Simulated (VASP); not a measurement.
A run of VASP 6.6.1 is set up as follows.

File INCAR:

```
  PREC = Accurate
  ENCUT = 520
  EDIFF = 1E-6
  ISMEAR = -1
  SIGMA = 0.05
  LREAL = False
  LASPH = True
  NELM = 80
  ALGO = Normal
  ISIF = 2
  LWAVE = False
  LCHARG = False
  GGA = PS
  NBANDS = 9
```

Contents of KPOINTS:

```
Automatic mesh
0
Gamma
  21 21 11
```

Contents of POSCAR:

```
Be
1.0
    2.3092014336      0.0000000000      0.0000000000
   -1.1546007168      1.9998271040      0.0000000000
    0.0000000000      0.0000000000      3.6442006969
Be
2
Direct
    0.3333333333      0.6666666667      0.7500000000
    0.6666666667      0.3333333333      0.2500000000
```

Potentials or basis: VASP PAW PBE potentials, release 64 (Be).

The run is started by

```console
$ cat potpaw_PBE.64/Be/POTCAR > POTCAR
$ mpirun -np 1 vasp_std > vasp.out
```

**Question.** Predict the band gap on the k mesh.

**Answer.** Zero (band 2 reaches 7.48 eV, above the bottom of band 3 at 5.49 eV).

**Question.** Estimate the pressure.

**Answer.** -7.6 GPa.

Stress tensor (GPa, compression positive):
```
-7.20  0.00  0.00
 0.00 -7.20  0.00
 0.00  0.00 -8.31
```

Caveat: the PAW data sets were made with another functional, which shifts forces and pressure a little.
